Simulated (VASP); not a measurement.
A run of VASP 6.6.1:

INCAR

```
SYSTEM = Si3Sn
  PREC = Accurate
  ENCUT = 600
  EDIFF = 1E-6
  ISMEAR = 0
  SIGMA = 0.1
  LREAL = .False.
  LASPH = .True.
  NELM = 60
  ALGO = Normal
  ISIF = 3
  LWAVE = .False.
  LCHARG = .False.
  GGA = PE
  IBRION = 2
  NSW = 100
  EDIFFG = -0.01
```

KPOINTS

```
regular mesh
0
Gamma
  18 18 6
  0 0 0
```

File POSCAR:

```
Si3Sn
1.0
    3.0474871002      0.0000000000      0.0000000000
   -1.5237435501      2.6392012465      0.0000000000
    0.0000000000      0.0000000000      9.1483777141
Si Sn
3 1
Direct
    0.3333333333      0.6666666667      0.0000000000
    0.6666666667      0.3333333333      0.2095603828
    0.6666666667      0.3333333333      0.7904396172
    0.3333333333      0.6666666667      0.5000000000
```

Potentials or basis: VASP PAW PBE potentials, release 64 (Si, Sn_d).

Run with:

```console
$ cat potpaw_PBE.64/Si/POTCAR potpaw_PBE.64/Sn_d/POTCAR > POTCAR
$ mpirun -np 1 vasp_std > vasp.out
```

Hardware: 1 thread of AMD EPYC 9R45 96-Core Processor (Zen 5), on a shared host.

Q: How long does it take, and how much memory?

A: It took 16 min on 1 thread of AMD EPYC 9R45 96-Core Processor (Zen 5), with other jobs on the host, peak memory 0.35 GiB. Counts: scf iterations 147, k points 148, ion steps 22.
